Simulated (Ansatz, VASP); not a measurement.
# One calculation of Cu, two programs

```xyz
2
Lattice="2.5341 0.0000 0.0000 -1.2670 2.1946 0.0000 0.0000 0.0000 3.9069" Properties=species:S:1:pos:R:3 pbc="T T T"
Cu    0.0000    1.4631    0.9767
Cu    1.2670    0.7315    2.9302
```

Change from the starting cell: strain +0.000 along x and y, -0.050 along z, atoms carried along.

Alike in both runs: task single point; functional PBE; k mesh 24 × 24 × 12; occupations gaussian, width 0.15 eV; no spin polarisation.

|  | VASP | Ansatz |
| --- | --- | --- |
| version | VASP 6.6.1 | Ansatz 0.2.0 |
| potentials or method | VASP PAW PBE potentials, release 64 (Cu), cutoff 520 eV | scalar-relativistic, plane waves, PAW |
| valence electrons in the cell | 22 | 38 |

|  | VASP | Ansatz | Ansatz less VASP |
| --- | --- | --- | --- |
| gap on the k mesh at the Fermi level (eV) | none | none | - |
| pressure (GPa) | 18.6 | 18.0 | -0.58 |
| traceless stress, the component that is largest in VASP (GPa) | 9.36 | 9.40 | +0.046 |

A gap of «none» marks a metal or a gap that the smearing closes. VASP's potentials hold 22 valence electrons a cell and Ansatz's 38, so a difference there can come from the potentials and not from the codes.
